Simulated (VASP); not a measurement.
A run of VASP 6.6.1 is set up as follows.

File INCAR:

```
SYSTEM = Sc
PREC = Accurate
ENCUT = 520
EDIFF = 1E-6
ISMEAR = -1
SIGMA = 0.08
LREAL = .FALSE.
LASPH = .TRUE.
NELM = 80
ALGO = Normal
ISIF = 2
LWAVE = .FALSE.
LCHARG = .FALSE.
GGA = PE
NBANDS = 12
```

Contents of KPOINTS:

```
regular mesh
0
G
  13 13 13
  0 0 0
```

Contents of POSCAR:

```
Sc
1.0
    2.9704436732      0.0000000000      0.0000000000
    0.0000000000      2.9704436732      0.0000000000
    0.0000000000      0.0000000000      2.9704436732
Sc
1
Direct
    0.0000000000      0.0000000000      0.0000000000
```

Potentials or basis: VASP PAW PBE potentials, release 64 (Sc_sv).

The run is started by

```sh
$ cat potpaw_PBE.64/Sc_sv/POTCAR > POTCAR
$ mpirun -np 1 vasp_std > vasp.out
```

**Question.** Estimate the pressure.

**Answer.** 0.0 GPa.
